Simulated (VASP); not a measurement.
# Al in VASP: a series of runs

Runs on Al. Level: PBEsol. Tasks: single point.

All numbers are computed with VASP 6.6.1; they aren't measurements. Logs are shortened: lines on timing, memory, paths and dates and some standing lists are left out, and cuts for length are marked.

## (1) The cell of the first run

The structure is tetragonal, space group I4/mmm (No. 139). The conventional cell has a = 2.862 Å, b = 2.862 Å, c = 4.129 Å, α = 90.00°, β = 90.00°, γ = 90.00°. Within 3.8 Å of Al (site symmetry 4/mmm) lie 12 Al at 2.86 to 2.89 Å.

## (2) Single point, PBEsol (zz strain of +2 %)

The input, INCAR:

```
SYSTEM = Al
PREC = Accurate
ENCUT = 520
EDIFF = 1E-7
ISMEAR = -1
SIGMA = 0.05
LREAL = .FALSE.
LASPH = .TRUE.
NELM = 100
ALGO = Normal
ISIF = 2
LWAVE = .FALSE.
LCHARG = .FALSE.
GGA = PS
NBANDS = 8
```

The input, KPOINTS:

```
Automatic mesh
0
G
  14 14 14
  0 0 0
```

The input, POSCAR:

```
Al
1.0
    0.0000000000      2.0239800000      2.0644596000
    2.0239800000      0.0000000000      2.0644596000
    2.0239800000      2.0239800000      0.0000000000
Al
1
Direct
    0.0000000000      0.0000000000      0.0000000000
```

Potentials or basis: VASP PAW PBE potentials, release 64 (Al).

Command:

```
$ cat potpaw_PBE.64/Al/POTCAR > POTCAR
$ mpirun -np 1 vasp_std > vasp.out
```

OUTCAR:

```text
SYSTEM = Al
   PREC = Accurate
   ENCUT = 520
   EDIFF = 1E-7
   ISMEAR = -1
   LREAL = .FALSE.
   LASPH = .TRUE.
   NELM = 100
   ISIF = 2
   GGA = PS

 ion  position               nearest neighbor table
   1  0.000  0.000  0.000-

  LATTYP: Found a body centered tetragonal cell.
 ALAT       =     2.8623399660
 C/A-ratio  =     1.4424978336

  Lattice vectors:

 A1 = (  -2.0239800000,   0.0000000000,   2.0644596000)
 A2 = (   2.0239800000,   0.0000000000,   2.0644596000)
 A3 = (   0.0000000000,   2.0239800000,  -2.0644596000)

Analysis of symmetry for initial positions (statically):
=====================================================================
 Subroutine PRICEL returns:
 Original cell was already a primitive cell.

 Routine SETGRP: Setting up the symmetry group for a
 body centered tetragonal supercell.

 Subroutine GETGRP returns: Found 16 space group operations
 (whereof 16 operations were pure point group operations)
 out of a pool of 16 trial point group operations.

The static configuration has the point symmetry D_4h.

Analysis of symmetry for dynamics (positions and initial velocities):
=====================================================================
 Subroutine PRICEL returns:
 Original cell was already a primitive cell.

 Routine SETGRP: Setting up the symmetry group for a
 body centered tetragonal supercell.

 Subroutine GETGRP returns: Found 16 space group operations
 (whereof 16 operations were pure point group operations)
 out of a pool of 16 trial point group operations.

The dynamic configuration has the point symmetry D_4h.

 Subroutine INISYM returns: Found 16 space group operations
 (whereof 16 operations are pure point group operations),
 and found     1 'primitive' translations

----------------------------------------------------------------------------------------

                                     Primitive cell

  volume of cell :      16.9141

  direct lattice vectors                    reciprocal lattice vectors
     0.000000000  2.023980000  2.064459600    -0.247038014  0.247038014  0.242194132
     2.023980000  0.000000000  2.064459600     0.247038014 -0.247038014  0.242194132
     2.023980000  2.023980000  0.000000000     0.247038014  0.247038014 -0.242194132

  length of vectors
     2.891105062  2.891105062  2.862339966     0.425104173  0.425104173  0.425104173

  position of ions in fractional coordinates (direct lattice)
     0.000000000  0.000000000  0.000000000

  ion indices of the primitive-cell ions
   primitive index   ion index
                 1           1

----------------------------------------------------------------------------------------

 KPOINTS: Automatic mesh

Automatic generation of k-mesh.
 Grid dimensions read from file:
 generate k-points for:   14   14   14

 Generating k-lattice:

  Cartesian coordinates                     Fractional coordinates (reciprocal lattice)
    -0.017645572  0.017645572  0.017299581     0.071428571  0.000000000  0.000000000
     0.017645572 -0.017645572  0.017299581     0.000000000  0.071428571  0.000000000
     0.017645572  0.017645572 -0.017299581     0.000000000  0.000000000  0.071428571

  Length of vectors
     0.030364584  0.030364584  0.030364584

  Shift w.r.t. Gamma in fractional coordinates (k-lattice)
     0.000000000  0.000000000  0.000000000

 Subroutine IBZKPT returns following result:
 ===========================================

 Found    244 irreducible k-points:

 Following reciprocal coordinates:
            Coordinates               Weight
  0.000000  0.000000  0.000000      1.000000
  0.071429  0.000000  0.000000      8.000000
  0.142857  0.000000  0.000000      8.000000
  0.214286 -0.000000  0.000000      8.000000
  0.285714  0.000000  0.000000      8.000000
  0.357143 -0.000000  0.000000      8.000000
[... 16 lines left out ...]
  0.214286  0.142857  0.000000      8.000000
  0.285714  0.142857  0.000000      8.000000
 [... further k-points ...]
   k-points           NKPTS =    244   k-points in BZ     NKDIM =    244   number of bands    NBANDS=      8
   number of dos      NEDOS =    301   number of ions     NIONS =      1
   total plane-waves  NPLWV =  13824
   dimension x,y,z NGX =    24 NGY =   24 NGZ =   24
   dimension x,y,z NGXF=    48 NGYF=   48 NGZF=   48
   ions per type =               1
   NGX,Y,Z   is equivalent  to a cutoff of  13.80, 13.80, 13.94 a.u.
   NGXF,Y,Z  is equivalent  to a cutoff of  27.60, 27.60, 27.88 a.u.
 SYSTEM =  Al
   PREC   = accura    normal or accurate (medium, high low for compatibility)
   ISTART =      0    job   : 0-new  1-cont  2-samecut
   ICHARG =      2    charge: 1-file 2-atom 10-const
   ISPIN  =      1    spin polarized calculation?
   LNONCOLLINEAR =      F non collinear calculations
   LSORBIT =      F    spin-orbit coupling
   LASPH  =      T    aspherical Exc in radial PAW
   ENCUT  =  520.0 eV  38.22 Ry    6.18 a.u.   5.38  5.38  5.32*2*pi/ulx,y,z
   NELM   =    100;   NELMIN=  2; NELMDL= -5     # of ELM steps
   EDIFF  = 0.1E-06   stopping-criterion for ELM
   LREAL  =      F    real-space projection
   EDIFFG = 0.1E-05   stopping-criterion for IOM
   NSW    =      0    number of steps for IOM
   IBRION =     -1    ionic relax: 0-MD 1-quasi-New 2-CG
   NFREE  =      0    steps in history (QN), initial steepest desc. (CG)
   ISIF   =      2    stress and relaxation
   ISYM   =      2    0-nonsym 1-usesym 2-fastsym
   POTIM  = 0.5000    time-step for ionic-motion
   TEBEG  =    0.0;   TEEND  =   0.0 temperature during run
   PSTRESS=    0.0 pullay stress
   NELECT =       3.0000    total number of electrons
   NUPDOWN=      -1.0000    fix difference up-down
   EMIN   =  10.00;   EMAX   =-10.00  energy-range for DOS
[... 5 lines left out ...]
     AMIX     =   0.40;   BMIX     =  1.00
     AMIX_MAG =   1.60;   BMIX_MAG =  1.00
  volume/ion in A,a.u.               =      16.91       114.14
  Fermi-wavevector in a.u.,A,eV,Ry     =   0.919812  1.738192 11.511260  0.846054
  Thomas-Fermi vector in A             =   2.045047
   LORBIT       =      0    0 simple, 1 ext, 2 COOP (PROOUT), +10 PAW based schemes
   GGA     = PS    functional components
   LHFCALC =     F    Hartree Fock is set to
   AEXX    =    0.0000 exact exchange contribution
   IVDW    =     0    specifies the selected vdW correction
   LEPSILON=     F    determine dielectric tensor
   LRPA    =     F    only Hartree local field effects (RPA)
 non-spin polarized calculation
  energy-cutoff  :      520.00
  volume of cell :       16.91
 maximum number of plane-waves:       473
 NGX is ok and might be reduce to    24
   NGX = 11   NGY = 11   NGZ = 11

 number of electron       3.0000000 magnetization

 Free energy of the ion-electron system (eV)
  ---------------------------------------------------
  ext. energy  EPLUGINS =         0.00000000
  ---------------------------------------------------
  free energy    TOTEN  =        -4.07806278 eV

  energy without entropy =       -4.07367226  energy(sigma->0) =       -4.07586752

 E-fermi :   7.6698     XC(G=0): -10.1672

 val. band max:        7.6697421435   @ k =  -0.3571   0.0000   0.3571
 cond. band min:       7.6722336395   @ k =  -0.2857   0.1429   0.0714
 fundamental gap:      0.0024914960
 Fermi energy:         7.6697500013

 k-point     1 :       0.0000    0.0000    0.0000
  band No.  band energies     occupation
      1      -3.2659      2.00000
      2      20.0159      0.00000
      3      20.2294      0.00000
      4      20.2294      0.00000
      5      21.4422      0.00000
      6      21.4422      0.00000
      7      21.4995      0.00000
      8      24.0040      0.00000

 k-point     2 :       0.0714    0.0000    0.0000
  band No.  band energies     occupation
      1      -3.1295      2.00000
      2      18.0122      0.00000
      3      19.6000      0.00000
      4      19.7440      0.00000
      5      22.1350      0.00000
      6      22.1402      0.00000
      7      22.1965      0.00000
      8      25.3513      0.00000

 k-point     3 :       0.1429    0.0000    0.0000
  band No.  band energies     occupation
      1      -2.7210      2.00000
      2      15.1710      0.00000
      3      18.9330      0.00000
      4      19.1208      0.00000
      5      22.1030      0.00000
      6      23.1764      0.00000
      7      23.2989      0.00000
      8      24.5675      0.00000

 k-point     4 :       0.2143   -0.0000    0.0000
  band No.  band energies     occupation
      1      -2.0429      2.00000
      2      12.4033      0.00000
      3      18.4376      0.00000
      4      18.6791      0.00000
      5      21.8928      0.00000
      6      22.4560      0.00000
      7      23.1221      0.00000
      8      25.3729      0.00000

 k-point     5 :       0.2857    0.0000    0.0000
  band No.  band energies     occupation
      1      -1.0988      2.00000
      2       9.8032      0.00000
      3      18.1558      0.00000
      4      18.4549      0.00000
      5      21.2342      0.00000
      6      21.7796      0.00000
      7      21.8828      0.00000
      8      25.5738      0.00000
[... 177 lines left out ...]
 k-point    22 :       0.1429    0.1429    0.0000
  band No.  band energies     occupation
      1      -2.5587      2.00000
      2      17.1699      0.00000
      3      17.1699      0.00000
      4      17.3343      0.00000
      5      20.0945      0.00000
      6      20.6957      0.00000
      7      25.5120      0.00000
      8      25.5120      0.00000

 k-point    23 :       0.2143    0.1429    0.0000
  band No.  band energies     occupation
      1      -2.0711      2.00000
      2      14.6435      0.00000
      3      16.5376      0.00000
      4      17.7346      0.00000
      5      18.8385      0.00000
      6      20.4941      0.00000
      7      25.9666      0.00000
      8      26.5013      0.00000

 k-point    24 :       0.2857    0.1429    0.0000
  band No.  band energies     occupation
      1      -1.3156      2.00000
      2      11.9959      0.00000
      3      16.1373      0.00000
      4      17.3330      0.00000
      5      17.6633      0.00000
      6      21.8788      0.00000
      7      25.8497      0.00000
      8      25.9051      0.00000

 [... further k-points ...]
[... 5 lines left out ...]
  --------------------------------------------------------------------------------------
  -------------------------------------------------------------------------------------
  Total       -0.3415340     -0.3415340     -0.3704904      0.0000000      0.0000000      0.0000000
  in kB      -32.3515995    -32.3515995    -35.0944733      0.0000000      0.0000000      0.0000000
  external PRESSURE =     -33.2658908 kB  Pullay stress =       0.0000000 kB

 VOLUME and BASIS-vectors are now :
 -----------------------------------------------------------------------------
  energy-cutoff  :      520.00
  volume of cell :       16.91
      direct lattice vectors                 reciprocal lattice vectors
     0.000000000  2.023980000  2.064459600    -0.247038014  0.247038014  0.242194132
     2.023980000  0.000000000  2.064459600     0.247038014 -0.247038014  0.242194132
     2.023980000  2.023980000  0.000000000     0.247038014  0.247038014 -0.242194132

 POSITION                                       TOTAL-FORCE (eV/Angst)
 -----------------------------------------------------------------------------------
      0.00000      0.00000      0.00000         0.000000      0.000000      0.000000
 -----------------------------------------------------------------------------------
    total drift:                               -0.000000      0.000000      0.000000

  FREE ENERGIE OF THE ION-ELECTRON SYSTEM (eV)
  ---------------------------------------------------
  free  energy   TOTEN  =        -4.0780627826 eV

  energy  without entropy=       -4.0736722619  energy(sigma->0) =       -4.07586752
```

It took 11 s on 1 thread of Intel Xeon 6975P-C, shared host; peak memory 0.15 GiB.

Results:

- Free energy: -4.0781 eV
- Pressure: -3.3 GPa

Caveat: the cell differs from its parent crystal (zz strain of +2 %); the PAW data sets were made with another functional, which shifts forces and pressure a little.

## (3) Single point, PBEsol (zz strain of +3 %)

The input, INCAR:

```
PREC = Accurate
ENCUT = 520
EDIFF = 1E-6
ISMEAR = -1
SIGMA = 0.05
LREAL = F
LASPH = T
NELM = 100
ALGO = Normal
ISIF = 2
LWAVE = F
LCHARG = F
GGA = PS
NBANDS = 8
```

The input, KPOINTS:

```
Automatic mesh
0
Gamma
  14 14 14
```

The input, POSCAR:

```
Al
1.0
    0.0000000000      2.0239800000      2.0846994000
    2.0239800000      0.0000000000      2.0846994000
    2.0239800000      2.0239800000      0.0000000000
Al
1
Direct
    0.0000000000      0.0000000000      0.0000000000
```

Potentials or basis: VASP PAW PBE potentials, release 64 (Al).

Command:

```
$ cat potpaw_PBE.64/Al/POTCAR > POTCAR
$ mpirun -np 1 vasp_std > vasp.out
```

Wall time 8.8 s (1 thread of Intel Xeon 6975P-C, shared host); peak memory 0.15 GiB.

The run converged. Its results:

```yaml
Free_energy: -4.0741 eV
Pressure: -3.9 GPa
```

Stress tensor (GPa, compression positive):
```
-3.75  0.00  0.00
 0.00 -3.75  0.00
 0.00  0.00 -4.16
```

Levels at points of the mesh, in eV from the Fermi level:
```tsv
k point	band 1	band 2	band 3	band 4	band 5
(0.00, 0.00, 0.00)	-10.87	12.23	12.54	12.54	13.64
(0.50, 0.00, 0.00)	-4.44	-4.31	10.66	10.95	11.41
(0.50, 0.50, 0.00)	-3.08	-1.98	5.49	5.80	5.80
(0.50, 0.00, 0.50)	-2.68	-1.38	5.16	5.18	5.38
```

Caveat: the cell differs from its parent crystal (zz strain of +3 %); the PAW data sets were made with another functional, which shifts forces and pressure a little.

## (4) Single point, PBEsol (volume scaled by 0.94)

The input, INCAR:

```
PREC = Accurate ; ENCUT = 520
EDIFF = 1E-6 ; ISMEAR = -1
SIGMA = 0.05 ; LREAL = F
LASPH = T ; NELM = 100
ALGO = Normal ; ISIF = 2
LWAVE = F ; LCHARG = F
GGA = PS ; NBANDS = 8
```

KPOINTS is that of step 3.

The input, POSCAR:

```
Al
1.0
    0.0000000000      1.9826626923      1.9826626923
    1.9826626923      0.0000000000      1.9826626923
    1.9826626923      1.9826626923      0.0000000000
Al
1
Direct
    0.0000000000      0.0000000000      0.0000000000
```

Command:

```
$ cat potpaw_PBE.64/Al/POTCAR > POTCAR
$ mpirun -np 1 vasp_std > vasp.out
```

It took 17 s on 1 thread of Intel Xeon 8259CL, shared host; peak memory 0.11 GiB.

It converged, with:

* Free energy: -4.0815 eV
* Pressure: 3.1 GPa

Levels at points of the mesh, in eV from the Fermi level:
| k point | band 1 | band 2 | band 3 | band 4 |
| --- | --- | --- | --- | --- |
| (0.00, 0.00, 0.00) | -11.49 | 12.95 | 12.95 | 12.95 |
| (0.50, 0.00, 0.00) | -4.79 | -4.42 | 11.73 | 11.73 |
| (0.50, 0.50, 0.00) | -3.02 | -1.59 | 5.30 | 5.89 |

Caveat: the PAW data sets were made with another functional, which shifts forces and pressure a little.

## (5) Summary

```csv
cell,gap on the mesh (eV),pressure (GPa)
"a = 2.891, b = 2.891, c = 2.862 Å, angles 60.3, 60.3, 59.3°, 1 atom",none,-3.3
"a = 2.906, b = 2.906, c = 2.862 Å, angles 60.5, 60.5, 59.0°, 1 atom",none,-3.9
"a = 2.804 Å, angles 60.0°, 1 atom",none,3.1
```

Alike in all rows: task single point; level PBEsol; potentials or basis VASP PAW PBE potentials, release 64 (Al); no spin polarisation; k mesh 14 × 14 × 14; cutoff (eV) 520; smearing fermi-dirac 0.05 eV.

Caveats: the PAW data sets were made with another functional, which shifts forces and pressure a little.

Absolute energies hang on the potentials; compare differences alone.
